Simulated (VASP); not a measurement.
A run of VASP 6.6.1:

INCAR

```
SYSTEM = PbSe
ALGO = Normal ; EDIFF = 1E-6
ENCUT = 500 ; GGA_COMPAT = .False.
ISIF = 2 ; ISMEAR = 0
LASPH = .True. ; LCHARG = .False.
LREAL = .False. ; LWAVE = .False.
NBANDS = 28 ; NELM = 120
PREC = Accurate ; SIGMA = 0.01
```

The input KPOINTS:

```
k-points
0
Gamma
  4 4 4
  0 0 0
```

Contents of POSCAR:

```
PbSe
1.0
    2.1548765900     -6.1339473500      0.0000000000
    2.1548765900      6.1339473500      0.0000000000
    0.0000000000      0.0000000000      4.4504935700
Pb Se
2 2
Direct
    0.6317607300      0.3682392700      0.7500000000
    0.3682392700      0.6317607300      0.2500000000
    0.8612899600      0.1387100400      0.7500000000
    0.1387100400      0.8612899600      0.2500000000
```

Potentials or basis: VASP PAW LDA potentials, release 64 (Pb_d, Se).

Command:

```bash
$ cat potpaw_LDA.64/Pb_d/POTCAR potpaw_LDA.64/Se/POTCAR > POTCAR
$ mpirun -np 1 vasp_std > vasp.out
```

Hardware: 1 thread of Intel Xeon 6975P-C, with other jobs on the host.

**Question.** How long does it take, and how much memory?

**Answer.** Wall time 39 s on 1 thread of Intel Xeon 6975P-C, on a shared host, peak memory 0.24 GiB. Counts: scf iterations 12, k points 21.
